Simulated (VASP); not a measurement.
# TaN (Fm-3m) in VASP: a series of runs, part 2 of 2

VASP 6.6.1. The steps go on from the part before.

### Step 4. Single point, LDA

This run uses another cell than the first one, of 10.81 Å³/atom, 1.042 times its volume.

File INCAR:

```
PREC = Accurate ; ENCUT = 600
EDIFF = 1E-6 ; ISMEAR = -1
SIGMA = 0.05 ; LREAL = False
LASPH = True ; NELM = 120
ALGO = Normal ; ISIF = 2
LWAVE = False ; LCHARG = True
GGA = CA ; LELF = True
LVHAR = True ; NBANDS = 15
GGA_COMPAT = False
```

File KPOINTS:

```
regular mesh
0
Gamma
  10 10 10
```

File POSCAR:

```
TaN
1.0
    0.0000000000      2.2113230000      2.2113230000
    2.2113230000      0.0000000000      2.2113230000
    2.2113230000      2.2113230000      0.0000000000
Ta N
1 1
Direct
    0.5000000000      0.5000000000      0.5000000000
    0.0000000000      0.0000000000      0.0000000000
```

Potentials or basis: VASP PAW LDA potentials, release 64 (Ta_pv, N).

Run with:

```sh
$ cat potpaw_LDA.64/Ta_pv/POTCAR potpaw_LDA.64/N/POTCAR > POTCAR
$ mpirun -np 1 vasp_std > vasp.out
```

OUTCAR:

```text
PREC = Accurate
   ENCUT = 600
   EDIFF = 1E-6
   ISMEAR = -1
   LREAL = False
   LASPH = True
   NELM = 120
   ISIF = 2
   GGA = CA

 ion  position               nearest neighbor table
   1  0.500  0.500  0.500-   2 2.21   2 2.21   2 2.21   2 2.21   2 2.21   2 2.21
   2  0.000  0.000  0.000-   1 2.21   1 2.21   1 2.21   1 2.21   1 2.21   1 2.21

  LATTYP: Found a face centered cubic cell.
 ALAT       =     4.4226460000

  Lattice vectors:

 A1 = (   0.0000000000,   2.2113230000,   2.2113230000)
 A2 = (   2.2113230000,   0.0000000000,   2.2113230000)
 A3 = (   2.2113230000,   2.2113230000,   0.0000000000)

Analysis of symmetry for initial positions (statically):
=====================================================================
 Subroutine PRICEL returns:
 Original cell was already a primitive cell.

 Routine SETGRP: Setting up the symmetry group for a
 face centered cubic supercell.

 Subroutine GETGRP returns: Found 48 space group operations
 (whereof 48 operations were pure point group operations)
 out of a pool of 48 trial point group operations.

The static configuration has the point symmetry O_h .

Analysis of symmetry for dynamics (positions and initial velocities):
=====================================================================
 Subroutine PRICEL returns:
 Original cell was already a primitive cell.

 Routine SETGRP: Setting up the symmetry group for a
 face centered cubic supercell.

 Subroutine GETGRP returns: Found 48 space group operations
 (whereof 48 operations were pure point group operations)
 out of a pool of 48 trial point group operations.

The dynamic configuration has the point symmetry O_h .

 Subroutine INISYM returns: Found 48 space group operations
 (whereof 48 operations are pure point group operations),
 and found     1 'primitive' translations

----------------------------------------------------------------------------------------

                                     Primitive cell

  volume of cell :      21.6265

  direct lattice vectors                    reciprocal lattice vectors
     0.000000000  2.211323000  2.211323000    -0.226108985  0.226108985  0.226108985
     2.211323000  0.000000000  2.211323000     0.226108985 -0.226108985  0.226108985
     2.211323000  2.211323000  0.000000000     0.226108985  0.226108985 -0.226108985

  length of vectors
     3.127282977  3.127282977  3.127282977     0.391632251  0.391632251  0.391632251

  position of ions in fractional coordinates (direct lattice)
     0.500000000  0.500000000  0.500000000
     0.000000000  0.000000000  0.000000000

  ion indices of the primitive-cell ions
   primitive index   ion index
                 1           1
                 2           2

----------------------------------------------------------------------------------------

 KPOINTS: regular mesh

Automatic generation of k-mesh.
 Grid dimensions read from file:
 generate k-points for:   10   10   10

 Generating k-lattice:

  Cartesian coordinates                     Fractional coordinates (reciprocal lattice)
[... 39 lines left out ...]
  0.300000  0.300000  0.000000      6.000000
  0.400000  0.300000  0.000000     24.000000
 [... further k-points ...]
   k-points           NKPTS =     47   k-points in BZ     NKDIM =     47   number of bands    NBANDS=     15
   number of dos      NEDOS =    301   number of ions     NIONS =      2
   total plane-waves  NPLWV =  21952
   dimension x,y,z NGX =    28 NGY =   28 NGZ =   28
   dimension x,y,z NGXF=    56 NGYF=   56 NGZF=   56
   ions per type =               1   1
   NGX,Y,Z   is equivalent  to a cutoff of  14.88, 14.88, 14.88 a.u.
   NGXF,Y,Z  is equivalent  to a cutoff of  29.77, 29.77, 29.77 a.u.
 SYSTEM =  unknown system
   PREC   = accura    normal or accurate (medium, high low for compatibility)
   ISTART =      0    job   : 0-new  1-cont  2-samecut
   ICHARG =      2    charge: 1-file 2-atom 10-const
   ISPIN  =      1    spin polarized calculation?
   LNONCOLLINEAR =      F non collinear calculations
   LSORBIT =      F    spin-orbit coupling
   LASPH  =      T    aspherical Exc in radial PAW
   ENCUT  =  600.0 eV  44.10 Ry    6.64 a.u.   6.25  6.25  6.25*2*pi/ulx,y,z
   NELM   =    120;   NELMIN=  2; NELMDL= -5     # of ELM steps
   EDIFF  = 0.1E-05   stopping-criterion for ELM
   LREAL  =      F    real-space projection
   EDIFFG = 0.1E-04   stopping-criterion for IOM
   NSW    =      0    number of steps for IOM
   IBRION =     -1    ionic relax: 0-MD 1-quasi-New 2-CG
   NFREE  =      0    steps in history (QN), initial steepest desc. (CG)
   ISIF   =      2    stress and relaxation
   ISYM   =      2    0-nonsym 1-usesym 2-fastsym
   POTIM  = 0.5000    time-step for ionic-motion
   TEBEG  =    0.0;   TEEND  =   0.0 temperature during run
   PSTRESS=    0.0 pullay stress
   NELECT =      16.0000    total number of electrons
   NUPDOWN=      -1.0000    fix difference up-down
   EMIN   =  10.00;   EMAX   =-10.00  energy-range for DOS
   EFERMI =   0.00;   METHOD = LEGACY
   ISMEAR =    -1;   SIGMA  =   0.05  broadening in eV -4-tet -1-fermi 0-gaus
   EFERMI_NEDOS =   21; number of points for ismear=-14 and -15
   IALGO  =     38    algorithm
   IMIX   =      4    mixing-type and parameters
     AMIX     =   0.40;   BMIX     =  1.00
     AMIX_MAG =   1.60;   BMIX_MAG =  1.00
  volume/ion in A,a.u.               =      10.81        72.97
  Fermi-wavevector in a.u.,A,eV,Ry     =   1.480651  2.798024 29.828417  2.192327
  Thomas-Fermi vector in A             =   2.594659
   LORBIT       =      0    0 simple, 1 ext, 2 COOP (PROOUT), +10 PAW based schemes
   GGA     = CA    functional components
   LHFCALC =     F    Hartree Fock is set to
   AEXX    =    0.0000 exact exchange contribution
   IVDW    =     0    specifies the selected vdW correction
   LEPSILON=     F    determine dielectric tensor
   LRPA    =     F    only Hartree local field effects (RPA)
 non-spin polarized calculation
  energy-cutoff  :      600.00
  volume of cell :       21.63
 maximum number of plane-waves:       740
 NGX is ok and might be reduce to    28
   NGX = 13   NGY = 13   NGZ = 13

 number of electron      15.9999999 magnetization

 Free energy of the ion-electron system (eV)
  ---------------------------------------------------
  ext. energy  EPLUGINS =         0.00000000
  ---------------------------------------------------
  free energy    TOTEN  =       -24.11678863 eV

  energy without entropy =      -24.11028577  energy(sigma->0) =      -24.11353720

 E-fermi :   9.2224     XC(G=0): -13.5705

 val. band max:        9.1871900764   @ k =   0.0000   0.0000   0.0000
 cond. band min:       9.2637188506   @ k =  -0.3000   0.3000   0.1000
 fundamental gap:      0.0765287743
 Fermi energy:         9.2223912342

 k-point     1 :       0.0000    0.0000    0.0000
  band No.  band energies     occupation
      1     -26.4021      2.00000
      2     -26.4021      2.00000
      3     -26.4021      2.00000
      4      -9.2589      2.00000
      5       5.4917      2.00000
      6       5.4917      2.00000
      7       5.4917      2.00000
      8       7.1102      2.00000
      9       7.1102      2.00000
     10       7.1102      2.00000
     11       9.1872      1.33816
     12       9.1872      1.33816
     13      10.7857      0.00000
     14      18.6819      0.00000
[... 401 lines left out ...]
      2     -26.6349      2.00000
      3     -26.6103      2.00000
      4      -7.6971      2.00000
      5       1.4037      2.00000
      6       3.4367      2.00000
      7       4.1128      2.00000
      8       5.4176      2.00000
      9      11.2589      0.00000
     10      12.0304      0.00000
     11      12.1069      0.00000
     12      13.0348      0.00000
     13      17.4050      0.00000
     14      19.6968      0.00000
     15      20.5672      0.00000

 [... further k-points ...]

------------------------ aborting loop because EDIFF is reached ----------------------------------------

  FORCE on cell =-STRESS in cart. coord.  units (eV):
  Direction    XX          YY          ZZ          XY          YZ          ZX
  --------------------------------------------------------------------------------------
  -------------------------------------------------------------------------------------
  Total       -2.0980043     -2.0980043     -2.0980043      0.0000000      0.0000000      0.0000000
  in kB     -155.4284163   -155.4284163   -155.4284163      0.0000000      0.0000000      0.0000000
  external PRESSURE =    -155.4284163 kB  Pullay stress =       0.0000000 kB

 VOLUME and BASIS-vectors are now :
 -----------------------------------------------------------------------------
  energy-cutoff  :      600.00
  volume of cell :       21.63
      direct lattice vectors                 reciprocal lattice vectors
     0.000000000  2.211323000  2.211323000    -0.226108985  0.226108985  0.226108985
     2.211323000  0.000000000  2.211323000     0.226108985 -0.226108985  0.226108985
     2.211323000  2.211323000  0.000000000     0.226108985  0.226108985 -0.226108985

 POSITION                                       TOTAL-FORCE (eV/Angst)
 -----------------------------------------------------------------------------------
      2.21132      2.21132      2.21132        -0.000000      0.000000     -0.000000
      0.00000      0.00000      0.00000         0.000000     -0.000000      0.000000
 -----------------------------------------------------------------------------------
    total drift:                                0.000000      0.000000      0.000000

  FREE ENERGIE OF THE ION-ELECTRON SYSTEM (eV)
  ---------------------------------------------------
  free  energy   TOTEN  =       -24.1167886271 eV

  energy  without entropy=      -24.1102857724  energy(sigma->0) =      -24.11353720
```

It took 13 s on 1 thread of AMD EPYC 9R45 (Zen 5), shared host; peak memory 0.13 GiB.

What came out:

* Free energy: -24.1168 eV
* Pressure: -15.5 GPa
* Band gap on the k mesh: zero (band 8 reaches 11.02 eV, above the bottom of band 9 at 7.11 eV)

Caveat: spin-orbit coupling is left out, which moves the levels of the heavy elements.

### Step 5. Single point, PBEsol+D3(BJ)

This run uses another cell than the first one, of 10.60 Å³/atom, 1.021 times its volume.

File INCAR:

```
  ALGO = Normal
  EDIFF = 1E-6
  ENCUT = 600
  GGA = PS
  GGA_COMPAT = False
  ISIF = 2
  ISMEAR = -1
  IVDW = 12
  LASPH = True
  LCHARG = False
  LREAL = False
  LWAVE = False
  NBANDS = 15
  NELM = 120
  PREC = Accurate
  SIGMA = 0.05
```

File KPOINTS:

```
k-points
0
Gamma
  10 10 10
```

File POSCAR:

```
TaN
1.0
    0.0000000000      2.1964814589      2.1964814589
    2.1964814589      0.0000000000      2.1964814589
    2.1964814589      2.1964814589      0.0000000000
Ta N
1 1
Direct
    0.5000000000      0.5000000000      0.5000000000
    0.0000000000      0.0000000000      0.0000000000
```

Potentials or basis: VASP PAW PBE potentials, release 64 (Ta_pv, N).

Run with:

```sh
$ cat potpaw_PBE.64/Ta_pv/POTCAR potpaw_PBE.64/N/POTCAR > POTCAR
$ mpirun -np 1 vasp_std > vasp.out
```

Wall time 13 s (1 thread of AMD EPYC 9R45 (Zen 5), shared host); peak memory 0.15 GiB.

It converged, with:

```yaml
Free_energy: -24.1630 eV
Pressure: -10.5 GPa
Band_gap_on_the_k_mesh: zero (band 8 reaches 11.32 eV, above the bottom of band 9 at 7.27 eV)
Dispersion_energy_per_atom: -0.468 eV
```

Levels at points of the mesh, in eV from the Fermi level:
```tsv
k point	band 4	band 5	band 6	band 7	band 8	band 9	band 10	band 11	band 12	band 13
(0.00, 0.00, 0.00)	-18.85	-3.82	-3.82	-3.82	-2.17	-2.17	-2.17	0.00	0.00	1.55
(0.50, 0.00, 0.00)	-15.75	-10.45	-7.63	-7.63	1.89	1.89	1.99	3.79	7.56	7.56
(0.50, 0.50, 0.00)	-17.57	-6.66	-5.55	-4.64	-4.64	2.07	3.55	3.55	4.57	6.74
```

Caveat: the PAW data sets were made with another functional, which shifts forces and pressure a little; spin-orbit coupling is left out, which moves the levels of the heavy elements; pairwise dispersion overbinds metals, which lowers pressure and volume.

### Step 6. Overview

```tsv
level	potentials or basis	cell	gap on the mesh (eV)	pressure (GPa)
BLYP+D3(BJ)	VASP PAW PBE potentials, release 64 (Ta_pv, N)	a = 3.085 Å, angles 60.0°, 2 atoms	none	9.4
LDA	VASP PAW LDA potentials, release 64 (Ta_pv, N)	a = 3.106 Å, angles 60.0°, 2 atoms	none	-9.1
LDA	VASP PAW LDA potentials, release 64 (Ta_pv, N)	a = 3.127 Å, angles 60.0°, 2 atoms	none	-15.5
PBEsol+D3(BJ)	VASP PAW PBE potentials, release 64 (Ta_pv, N)	a = 3.106 Å, angles 60.0°, 2 atoms	none	-10.5
```

Alike in all rows: task single point; no spin polarisation; k mesh 10 × 10 × 10; cutoff (eV) 600; smearing fermi-dirac 0.05 eV.

Caveats: spin-orbit coupling is left out, which moves the levels of the heavy elements; the PAW data sets were made with another functional, which shifts forces and pressure a little (some runs); pairwise dispersion overbinds metals, which lowers pressure and volume (some runs).

Total energies depend on the potentials used, so only differences within one code and one set of settings carry meaning.
